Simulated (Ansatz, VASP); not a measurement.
**GaC3: VASP beside Ansatz**

```
Ga C
1.0
     3.19738    0.00413    0.03848
     0.00413    3.32835   -0.01252
     0.03848   -0.01252    3.27363
Ga C
1 3
Cartesian
  3.1609 0.0265 0.1293
  0.0797 1.6429 1.6579
  1.6313 3.2944 1.7501
  1.6709 1.6355 3.2219
```

Alike in both runs: task single point; functional PBE; k mesh 5 × 5 × 5; occupations fermi-dirac, width 0.15 eV; no spin polarisation.

```csv
,VASP,Ansatz
version,VASP 6.6.1,Ansatz 0.2.0
potentials or method,"VASP PAW PBE potentials, release 64 (Ga_d, C), cutoff 520 eV","plane waves, PAW"
valence electrons in the cell,25,25
```

Ansatz gave:

```
pressure (GPa)                                                : 10.4
traceless stress, the component that is largest in VASP (GPa) : 2.88
rms of the force components (eV/Å)                            : 0.595
```

Q: Estimate VASP's values.

A: Pressure (GPa): 10.9; traceless stress, the component that is largest in VASP (GPa): 2.88; rms of the force components (eV/Å): 0.595.

Atom by atom the forces differ by 0.003 eV/Å (rms over components). With one functional, cell and mesh, what is left measures potentials, basis and numerics. Ansatz's warnings: stress scf threshold loose.

The k mesh is coarse, so the values compare programs but aren't converged.
